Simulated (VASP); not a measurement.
# Ni (Fm-3m) in VASP: further runs

Ni is run at these levels: PBE; tasks: single point.

Program: VASP 6.6.1. These are calculated values, not measurements. Logs are shortened: lines on timing, memory, paths and dates and some standing lists are left out, and cuts for length are marked.

### 1 The cell of the first run

Symmetry: Fm-3m, No. 225, cubic system. The conventional cell has a = 3.536 Å, b = 3.536 Å, c = 3.536 Å, α = 90.00°, β = 90.00°, γ = 90.00°. Ni (site symmetry m-3m) has 12 Ni at 2.50 Å within 3.3 Å.

### 2 Single point, PBE, collinear spin, ferromagnetic start

Input file INCAR:

```
PREC = Accurate
ENCUT = 520
EDIFF = 1E-7
ISMEAR = 0
SIGMA = 0.1
LREAL = False
LASPH = True
NELM = 150
ALGO = Normal
ISIF = 2
LWAVE = False
LCHARG = True
ISPIN = 2
MAGMOM = 1.67
LORBIT = 11
NUPDOWN = 1.67
LMAXMIX = 4
GGA = PE
LELF = True
LVHAR = True
NBANDS = 15
```

Input file KPOINTS:

```
Automatic mesh
0
Gamma
  14 14 14
```

Input file POSCAR:

```
Ni
1.0
    0.0000000000      1.7677500000      1.7677500000
    1.7677500000      0.0000000000      1.7677500000
    1.7677500000      1.7677500000      0.0000000000
Ni
1
Direct
    0.0000000000      0.0000000000      0.0000000000
```

Potentials or basis: VASP PAW PBE potentials, release 64 (Ni).

Run with:

```sh
> cat potpaw_PBE.64/Ni/POTCAR > POTCAR
> mpirun -np 1 vasp_std > vasp.out
```

OUTCAR:

```text
PREC = Accurate
   ENCUT = 520
   EDIFF = 1E-7
   ISMEAR = 0
   LREAL = False
   LASPH = True
   NELM = 150
   ISIF = 2
   ISPIN = 2
   LORBIT = 11
   NUPDOWN = 1.67
   GGA = PE

 ion  position               nearest neighbor table
   1  0.000  0.000  0.000-

  LATTYP: Found a face centered cubic cell.
 ALAT       =     3.5355000000

  Lattice vectors:

 A1 = (   0.0000000000,   1.7677500000,   1.7677500000)
 A2 = (   1.7677500000,   0.0000000000,   1.7677500000)
 A3 = (   1.7677500000,   1.7677500000,   0.0000000000)

Analysis of symmetry for initial positions (statically):
=====================================================================
 Subroutine PRICEL returns:
 Original cell was already a primitive cell.

 Routine SETGRP: Setting up the symmetry group for a
 face centered cubic supercell.

 Subroutine GETGRP returns: Found 48 space group operations
 (whereof 48 operations were pure point group operations)
 out of a pool of 48 trial point group operations.

The static configuration has the point symmetry O_h .

Analysis of symmetry for dynamics (positions and initial velocities):
=====================================================================
 Subroutine PRICEL returns:
 Original cell was already a primitive cell.

 Routine SETGRP: Setting up the symmetry group for a
 face centered cubic supercell.

 Subroutine GETGRP returns: Found 48 space group operations
 (whereof 48 operations were pure point group operations)
 out of a pool of 48 trial point group operations.

The dynamic configuration has the point symmetry O_h .

Analysis of structural, dynamic, and magnetic symmetry:
=====================================================================
 Subroutine PRICEL returns:
 Original cell was already a primitive cell.

 Routine SETGRP: Setting up the symmetry group for a
 face centered cubic supercell.

 Subroutine GETGRP returns: Found 48 space group operations
 (whereof 48 operations were pure point group operations)
 out of a pool of 48 trial point group operations.

The overall configuration has the point symmetry O_h .

 Subroutine INISYM returns: Found 48 space group operations
 (whereof 48 operations are pure point group operations),
 and found     1 'primitive' translations

----------------------------------------------------------------------------------------

                                     Primitive cell

  volume of cell :      11.0482

  direct lattice vectors                    reciprocal lattice vectors
     0.000000000  1.767750000  1.767750000    -0.282845425  0.282845425  0.282845425
     1.767750000  0.000000000  1.767750000     0.282845425 -0.282845425  0.282845425
     1.767750000  1.767750000  0.000000000     0.282845425  0.282845425 -0.282845425

  length of vectors
     2.499976025  2.499976025  2.499976025     0.489902647  0.489902647  0.489902647

  position of ions in fractional coordinates (direct lattice)
     0.000000000  0.000000000  0.000000000

  ion indices of the primitive-cell ions
   primitive index   ion index
                 1           1

----------------------------------------------------------------------------------------

 KPOINTS: Automatic mesh

Automatic generation of k-mesh.
 Grid dimensions read from file:
 generate k-points for:   14   14   14

 Generating k-lattice:

  Cartesian coordinates                     Fractional coordinates (reciprocal lattice)
    -0.020203245  0.020203245  0.020203245     0.071428571  0.000000000  0.000000000
     0.020203245 -0.020203245  0.020203245     0.000000000  0.071428571  0.000000000
     0.020203245  0.020203245 -0.020203245     0.000000000  0.000000000  0.071428571

  Length of vectors
     0.034993046  0.034993046  0.034993046

  Shift w.r.t. Gamma in fractional coordinates (k-lattice)
     0.000000000  0.000000000  0.000000000

 Subroutine IBZKPT returns following result:
 ===========================================

 Found    104 irreducible k-points:

 Following reciprocal coordinates:
            Coordinates               Weight
  0.000000  0.000000  0.000000      1.000000
  0.071429  0.000000  0.000000      8.000000
  0.142857  0.000000  0.000000      8.000000
  0.214286  0.000000  0.000000      8.000000
  0.285714  0.000000  0.000000      8.000000
  0.357143  0.000000  0.000000      8.000000
[... 16 lines left out ...]
  0.214286  0.142857  0.000000     24.000000
  0.285714  0.142857  0.000000     24.000000
 [... further k-points ...]
   k-points           NKPTS =    104   k-points in BZ     NKDIM =    104   number of bands    NBANDS=     15
   number of dos      NEDOS =    301   number of ions     NIONS =      1
   total plane-waves  NPLWV =   8000
   dimension x,y,z NGX =    20 NGY =   20 NGZ =   20
   dimension x,y,z NGXF=    40 NGYF=   40 NGZF=   40
   ions per type =               1
   NGX,Y,Z   is equivalent  to a cutoff of  13.30, 13.30, 13.30 a.u.
   NGXF,Y,Z  is equivalent  to a cutoff of  26.60, 26.60, 26.60 a.u.
 SYSTEM =  unknown system
   PREC   = accura    normal or accurate (medium, high low for compatibility)
   ISTART =      0    job   : 0-new  1-cont  2-samecut
   ICHARG =      2    charge: 1-file 2-atom 10-const
   ISPIN  =      2    spin polarized calculation?
   LNONCOLLINEAR =      F non collinear calculations
   LSORBIT =      F    spin-orbit coupling
   LASPH  =      T    aspherical Exc in radial PAW
   ENCUT  =  520.0 eV  38.22 Ry    6.18 a.u.   4.65  4.65  4.65*2*pi/ulx,y,z
   NELM   =    150;   NELMIN=  2; NELMDL= -5     # of ELM steps
   EDIFF  = 0.1E-06   stopping-criterion for ELM
   LREAL  =      F    real-space projection
   EDIFFG = 0.1E-05   stopping-criterion for IOM
   NSW    =      0    number of steps for IOM
   IBRION =     -1    ionic relax: 0-MD 1-quasi-New 2-CG
   NFREE  =      0    steps in history (QN), initial steepest desc. (CG)
   ISIF   =      2    stress and relaxation
   ISYM   =      2    0-nonsym 1-usesym 2-fastsym
   POTIM  = 0.5000    time-step for ionic-motion
   TEBEG  =    0.0;   TEEND  =   0.0 temperature during run
   PSTRESS=    0.0 pullay stress
   NELECT =      10.0000    total number of electrons
   NUPDOWN=       1.6700    fix difference up-down
   EMIN   =  10.00;   EMAX   =-10.00  energy-range for DOS
   EFERMI =   0.00;   METHOD = LEGACY
   ISMEAR =     0;   SIGMA  =   0.10  broadening in eV -4-tet -1-fermi 0-gaus
   EFERMI_NEDOS =   21; number of points for ismear=-14 and -15
   IALGO  =     38    algorithm
   IMIX   =      4    mixing-type and parameters
     AMIX     =   0.40;   BMIX     =  1.00
     AMIX_MAG =   1.60;   BMIX_MAG =  1.00
  volume/ion in A,a.u.               =      11.05        74.56
  Fermi-wavevector in a.u.,A,eV,Ry     =   1.583595  2.992560 34.120303  2.507772
  Thomas-Fermi vector in A             =   2.683341
   LORBIT       =     11    0 simple, 1 ext, 2 COOP (PROOUT), +10 PAW based schemes
   GGA     = PE    functional components
   LHFCALC =     F    Hartree Fock is set to
   AEXX    =    0.0000 exact exchange contribution
   IVDW    =     0    specifies the selected vdW correction
   LEPSILON=     F    determine dielectric tensor
   LRPA    =     F    only Hartree local field effects (RPA)
 spin polarized calculation
 Gauss-broadening in eV      SIGMA  =   0.10
  energy-cutoff  :      520.00
  volume of cell :       11.05
 maximum number of plane-waves:       307
   NGX =  9   NGY =  9   NGZ =  9

 number of electron      10.0000010 magnetization       1.6700002

 Free energy of the ion-electron system (eV)
  ---------------------------------------------------
  ext. energy  EPLUGINS =         0.00000000
  ---------------------------------------------------
  free energy    TOTEN  =        -4.56514760 eV

  energy without entropy =       -4.55934147  energy(sigma->0) =       -4.56224453

 E-fermi :   8.5393     XC(G=0): -13.2362

 val. band max:       12.4639756952   @ k =  -0.4286   0.4286   0.0000
 cond. band min:       8.5412905332   @ k =  -0.3571   0.4286   0.0714
 fundamental gap:     -3.9226851620
 Fermi energy:        12.5110768992

 spin component 1

 k-point     1 :       0.0000    0.0000    0.0000
  band No.  band energies     occupation
      1      -0.0586      1.00000
      2       5.7875      1.00000
      3       5.7875      1.00000
      4       5.7875      1.00000
      5       6.8317      1.00000
      6       6.8317      1.00000
      7      32.4519      0.00000
      8      36.1737      0.00000
      9      36.1737      0.00000
     10      36.1737      0.00000
     11      38.8996      0.00000
     12      38.8996      0.00000
     13      38.8996      0.00000
     14      42.1173      0.00000
     15      48.1186      0.00000
[... 397 lines left out ...]
 k-point    24 :       0.2857    0.1429    0.0000
  band No.  band energies     occupation
      1       2.5222      1.00000
      2       5.2097      1.00000
      3       6.0093      1.00000
      4       6.2487      1.00000
      5       6.8640      1.00000
      6       7.1448      1.00000
      7      24.0518      0.00000
      8      29.5649      0.00000
      9      30.3778      0.00000
     10      32.9285      0.00000
     11      37.9082      0.00000
     12      42.0440      0.00000
     13      43.9970      0.00000
     14      46.0549      0.00000
     15      50.3983      0.00000

 [... further k-points ...]

 spin component 2

 k-point     1 :       0.0000    0.0000    0.0000
  band No.  band energies     occupation
      1       0.5250      1.00000
      2       7.3390      1.00000
      3       7.3390      1.00000
      4       7.3390      1.00000
      5       8.3154      0.99923
      6       8.3154      0.99923
      7      32.9742      0.00000
      8      36.7789      0.00000
      9      36.7789      0.00000
     10      36.7789      0.00000
     11      39.6697      0.00000
     12      39.6697      0.00000
     13      39.6697      0.00000
     14      42.6874      0.00000
     15      48.8942      0.00000
[... 397 lines left out ...]
 k-point    24 :       0.2857    0.1429    0.0000
  band No.  band energies     occupation
      1       3.1578      1.00000
      2       6.6693      1.00000
      3       7.4772      1.00000
      4       7.7930      1.00000
      5       8.3707      0.99145
      6       8.6823      0.02154
      7      24.8360      0.00000
      8      30.2781      0.00000
      9      31.0384      0.00000
     10      33.6457      0.00000
     11      38.6357      0.00000
     12      42.6593      0.00000
     13      44.6059      0.00000
     14      46.7261      0.00000
     15      51.1141      0.00000

 [... further k-points ...]
[... 5 lines left out ...]
  --------------------------------------------------------------------------------------
  -------------------------------------------------------------------------------------
  Total        0.8454027      0.8454027      0.8454027      0.0000000      0.0000000      0.0000000
  in kB      122.5975220    122.5975220    122.5975220      0.0000000      0.0000000      0.0000000
  external PRESSURE =     122.5975220 kB  Pullay stress =       0.0000000 kB

 VOLUME and BASIS-vectors are now :
 -----------------------------------------------------------------------------
  energy-cutoff  :      520.00
  volume of cell :       11.05
      direct lattice vectors                 reciprocal lattice vectors
     0.000000000  1.767750000  1.767750000    -0.282845425  0.282845425  0.282845425
     1.767750000  0.000000000  1.767750000     0.282845425 -0.282845425  0.282845425
     1.767750000  1.767750000  0.000000000     0.282845425  0.282845425 -0.282845425

 POSITION                                       TOTAL-FORCE (eV/Angst)
 -----------------------------------------------------------------------------------
      0.00000      0.00000      0.00000         0.000000      0.000000      0.000000
 -----------------------------------------------------------------------------------
    total drift:                                0.000000      0.000000      0.000000

  FREE ENERGIE OF THE ION-ELECTRON SYSTEM (eV)
  ---------------------------------------------------
  free  energy   TOTEN  =        -4.5651475980 eV

  energy  without entropy=       -4.5593414665  energy(sigma->0) =       -4.56224453

 total charge

# of ion       s       p       d       tot
------------------------------------------
    1        0.523   0.598   8.113   9.234

 magnetization (x)

# of ion       s       p       d       tot
------------------------------------------
    1        0.048   0.148   1.391   1.586
```

Run time: 39 s. Hardware: 1 thread of Intel Xeon Platinum 8259CL at 2.50GHz (Skylake/Cascade Lake), shared host; peak memory 0.15 GiB.

Results:

* Free energy: -4.5651 eV
* Pressure: 12.3 GPa
* Net moment: 1.67 μB per cell
* Site moments: Ni +1.59 μB
* Valence electrons inside the program's atomic spheres: Ni 9.23

Caveat: the total moment is fixed, so each spin has its own Fermi level.

### 3 Single point, PBE, collinear spin, ferromagnetic start

Input file INCAR:

```
ALGO     = Normal         # electronic algorithm
EDIFF    = 1E-7           # SCF threshold, eV
ENCUT    = 520            # plane-wave cutoff, eV
GGA      = PE             # functional
ISIF     = 2              # what is computed and relaxed
ISMEAR   = 0              # smearing method
ISPIN    = 2              # spin polarisation
LASPH    = True           # aspherical terms in the spheres
LCHARG   = False          # write CHGCAR
LMAXMIX  = 4              # l up to which the mixer works
LORBIT   = 11             # projections on sites
LREAL    = False          # projectors in reciprocal space
LWAVE    = False          # write WAVECAR
MAGMOM   = 0.2            # initial moments
NBANDS   = 15             # bands
NELM     = 150            # most SCF steps
PREC     = Accurate       # precision mode
SIGMA    = 0.1            # smearing width, eV
```

Input file KPOINTS:

```
k-points
0
Gamma
  14 14 14
```

POSCAR is that of step 2.

Potentials or basis: VASP PAW PBE potentials, release 64 (Ni).

Run with:

```sh
> cat potpaw_PBE.64/Ni/POTCAR > POTCAR
> mpirun -np 1 vasp_std > vasp.out
```

It took 41 s on 1 thread of Intel Xeon Platinum 8259CL at 2.50GHz (Skylake/Cascade Lake), shared host; peak memory 0.15 GiB.

Results (log left out):

```yaml
Free_energy: -5.4702 eV
Pressure: -2.9 GPa
Net_moment: 0.60 μB per cell
Site_moments: Ni +0.62 μB
Valence_electrons_inside_the_program's_atomic_spheres: Ni 9.28
```

Levels at points of the mesh, in eV from the Fermi level:
Spin up:
```tsv
k point	band 2	band 3	band 4	band 5	band 6	band 7	band 8	band 9
(0.00, 0.00, 0.00)	-2.38	-2.38	-2.38	-1.23	-1.23	23.60	27.34	27.34
(0.50, 0.00, 0.00)	-2.36	-2.36	-0.59	-0.59	-0.26	5.56	22.09	24.41
(0.50, 0.50, 0.00)	-4.10	-0.54	-0.47	-0.47	2.44	9.09	14.69	14.69
```
Spin down:
| k point | band 2 | band 3 | band 4 | band 5 | band 6 | band 7 | band 8 | band 9 |
| --- | --- | --- | --- | --- | --- | --- | --- | --- |
| (0.00, 0.00, 0.00) | -1.65 | -1.65 | -1.65 | -0.67 | -0.67 | 23.42 | 27.31 | 27.31 |
| (0.50, 0.00, 0.00) | -1.77 | -1.77 | -0.33 | 0.14 | 0.14 | 5.97 | 21.94 | 24.49 |
| (0.50, 0.50, 0.00) | -3.51 | 0.05 | 0.37 | 0.37 | 2.39 | 9.32 | 14.69 | 14.69 |
